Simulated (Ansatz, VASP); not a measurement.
**Two plane-wave programs on Ga**

File INCAR:

```
ALGO = Normal ; EDIFF = 1E-8
ENCUT = 520 ; GGA = PE
ISIF = 2 ; ISMEAR = -1
LASPH = T ; LCHARG = F
LEFG = T ; LREAL = F
LWAVE = F ; NBANDS = 34
NELM = 80 ; PREC = Accurate
SIGMA = 0.05
```

File KPOINTS:

```
k-points
0
Gamma
  9 9 8
```

File POSCAR:

```
Ga
1.0
    2.2995837791     -3.8973680524      0.0000000000
    2.2995837791      3.8973680524      0.0000000000
    0.0000000000      0.0000000000      4.6052852350
Ga
4
Direct
    0.1525000000      0.8475000000      0.0785000000
    0.6525000000      0.3475000000      0.4215000000
    0.8475000000      0.1525000000      0.9215000000
    0.3475000000      0.6525000000      0.5785000000
```

Input for Ansatz:

```yaml
crystal:
  lattice:
    - [2.2995837791, -3.8973680524, 0.0]
    - [2.2995837791, 3.8973680524, 0.0]
    - [0.0, 0.0, 4.605285235]
  atoms:
    - { symbol: Ga, position: [0.1525, 0.8475, 0.0785] }
    - { symbol: Ga, position: [0.6525, 0.3475, 0.4215] }
    - { symbol: Ga, position: [0.8475, 0.1525, 0.9215] }
    - { symbol: Ga, position: [0.3475, 0.6525, 0.5785] }
kpoints:
  mp_grid: { grid: [9, 9, 8] }
scf:
  occupations: { method: fermi_dirac, width: 0.05 }
hamiltonian:
  xc: pbe
  pseudopotentials: { kind: paw }
output:
  forces: true
  stress: true
  eigenvalues: true
  efg: { contact_densities: true }
```

Change from the starting cell: volume scaled by 1.06, PAW files.

Alike in both runs: task electric field gradients; functional PBE; k mesh 9 × 9 × 8; occupations fermi-dirac, width 0.05 eV; no spin polarisation.

|  | VASP | Ansatz |
| --- | --- | --- |
| version | VASP 6.6.1 | Ansatz 0.2.0 |
| potentials or method | VASP PAW PBE potentials, release 64 (Ga_d) | PAW with Ansatz's default frozen-core files, scalar-relativistic |
| plane-wave cutoff (eV) | 520 | 420 |
| valence electrons in the cell | 52 | 52 |

|  | VASP | Ansatz | Ansatz less VASP |
| --- | --- | --- | --- |
| pressure (GPa) | -0.7 | -0.8 | -0.12 |
| traceless stress, the component that is largest in VASP (GPa) | 1.10 | 1.08 | -0.020 |
| rms of the force components (eV/Å) | 0.234 | 0.234 | 0.0000 |
| size of Vzz on the site where it differs most (V/Å²) | 48.0 | 50.8 | +2.71 |

Atom by atom the forces differ by 0.000 eV/Å (rms over components). With one functional, cell and mesh, what is left measures potentials, basis and numerics.
